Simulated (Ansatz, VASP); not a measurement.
# MnO2: VASP beside Ansatz

```
CELL_PARAMETERS angstrom
2.85658 0.00000 0.00000
-1.42829 2.47387 0.00000
0.00000 0.00000 4.60137
ATOMIC_POSITIONS crystal
Mn 0.00000 0.00000 0.50000
O 0.33333 0.66667 0.70629
O 0.66667 0.33333 0.29371
```

Alike in both runs: task single point; functional PBEsol; k mesh 11 × 11 × 6; occupations gaussian, width 0.1 eV; collinear spin.

|  | VASP | Ansatz |
| --- | --- | --- |
| version | VASP 6.6.1 | Ansatz 0.2.0 |
| potentials or method | VASP PAW PBE potentials, release 64 (Mn_pv, O) | Ansatz PAW |
| plane-wave cutoff (eV) | 520 | 420 |
| valence electrons in the cell | 25 | 27 |

Ansatz gave:

| Item | Value |
| --- | --- |
| gap on the k mesh at the Fermi level (eV) | 0.73 |
| least direct gap on the mesh (eV) | 0.79 |
| pressure (GPa) | -2.2 |
| traceless stress, the component that is largest in VASP (GPa) | 1.58 |
| rms of the force components (eV/Å) | 0.077 |
| net moment per atom (μB) | 1.00 |
| size of the moment on the site where the two differ most (μB) | 2.49 |

Q: What did VASP give for the same quantities?

A: gap on the k mesh at the Fermi level (eV): 0.70; least direct gap on the mesh (eV): 0.75; pressure (GPa): -1.2; traceless stress, the component that is largest in VASP (GPa): 1.16; rms of the force components (eV/Å): 0.038; net moment per atom (μB): 1.00; size of the moment on the site where the two differ most (μB): 2.84.

VASP's potentials were made for PBE, not for PBEsol. Site moments also hang on the region over which each program counts them. Atom by atom the forces differ by 0.039 eV/Å (rms over components). VASP's potentials hold 25 valence electrons a cell and Ansatz's 27, so a difference there can come from the potentials and not from the codes.

Noted on Ansatz's run: odd divisions of the mesh miss points on the zone boundary, where band edges often lie, so the gap on the mesh can be too wide.
